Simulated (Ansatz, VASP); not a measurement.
GaN: VASP beside Ansatz

```
CELL_PARAMETERS angstrom
0.00000 2.19929 2.13524
2.19929 0.00000 2.13524
2.19929 2.19929 0.00000
ATOMIC_POSITIONS crystal
Ga 0.00000 0.00000 0.00000
N 0.50000 0.50000 0.50000
```

Change from the starting cell: strain +0.030 along x and y, +0.000 along z, atoms carried along.

Alike in both runs: task single point; functional LDA; k mesh 14 × 14 × 14; occupations gaussian, width 0.03 eV; no spin polarisation.

|  | VASP | Ansatz |
| --- | --- | --- |
| version | VASP 6.6.1 | Ansatz 0.2.0 |
| potentials or method | VASP PAW LDA potentials, release 64 (Ga_d, N), cutoff 520 eV | scalar-relativistic, plane waves, PAW |
| valence electrons in the cell | 18 | 18 |

```tsv
	VASP	Ansatz	Ansatz less VASP
gap on the k mesh at the Fermi level (eV)	none	none	-
pressure (GPa)	-21.8	-22.7	-0.82
traceless stress, the component that is largest in VASP (GPa)	1.55	1.41	-0.136
```

LDA's correlation is that of Perdew and Zunger in VASP and of Perdew and Wang (1992) in Ansatz. A gap of «none» marks a metal or a gap that the smearing closes.
